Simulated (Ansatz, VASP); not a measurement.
This is a calculation of TePb for Ansatz 0.2.0.

The input input.yaml:

```yaml
crystal:
  lattice:
    - [0.0, 3.231, 3.231]
    - [3.231, 0.0, 3.231]
    - [3.231, 3.231, 0.0]
  atoms:
    - { symbol: Pb, position: [0.0, 0.0, 0.0] }
    - { symbol: Te, position: [0.5, 0.5, 0.5] }
kpoints:
  mp_grid: { grid: [7, 7, 7] }
scf:
  occupations: { method: gaussian, width: 0.011 }
hamiltonian:
  xc: pbe
  pseudopotentials: { kind: all_electron, lapw: { basis_error: 0.001 } }
output:
  forces: true
  stress: true
  eigenvalues: true
```

Potentials or basis: all-electron LAPW, scalar-relativistic.

Run with:

```sh
$ ansatz run input.yaml --threads 1 --pin off --max-ram 3072MiB --backend cpu --events-out ev --progress --plain --runs-dir out
```

Set up the same calculation for VASP 6.6.1. Potentials there: VASP PAW PBE potentials, release 64 (Pb_d, Te).

As run (the cutoff follows the program's own potentials):

The input INCAR:

```
PREC     = Accurate       # precision mode
ENCUT    = 520            # plane-wave cutoff, eV
EDIFF    = 1E-6           # SCF threshold, eV
ISMEAR   = 0              # smearing method
SIGMA    = 0.011          # smearing width, eV
LREAL    = False          # projectors in reciprocal space
LASPH    = True           # aspherical terms in the spheres
NELM     = 100            # most SCF steps
ALGO     = Normal         # electronic algorithm
ISIF     = 2              # what is computed and relaxed
LWAVE    = False          # write WAVECAR
LCHARG   = True           # write CHGCAR
GGA      = PE             # functional
LELF     = True           # ELF
LVHAR    = True         
NBANDS   = 17             # bands
```

File KPOINTS:

```
Automatic mesh
0
Gamma
  7 7 7
```

File POSCAR:

```
TePb
1.0
    0.0000000000      3.2310000000      3.2310000000
    3.2310000000      0.0000000000      3.2310000000
    3.2310000000      3.2310000000      0.0000000000
Pb Te
1 1
Direct
    0.0000000000      0.0000000000      0.0000000000
    0.5000000000      0.5000000000      0.5000000000
```

Potentials or basis: VASP PAW PBE potentials, release 64 (Pb_d, Te).

The run is started by

```bash
$ cat potpaw_PBE.64/Pb_d/POTCAR potpaw_PBE.64/Te/POTCAR > POTCAR
$ mpirun -np 1 vasp_std > vasp.out
```

Both were run:

|  | VASP | Ansatz | Ansatz less VASP |
| --- | --- | --- | --- |
| pressure (GPa) | 2.1 | 2.1 | +0.07 |

Ansatz ran all-electron here, and VASP with PAW potentials.

Spin-orbit coupling is off throughout.
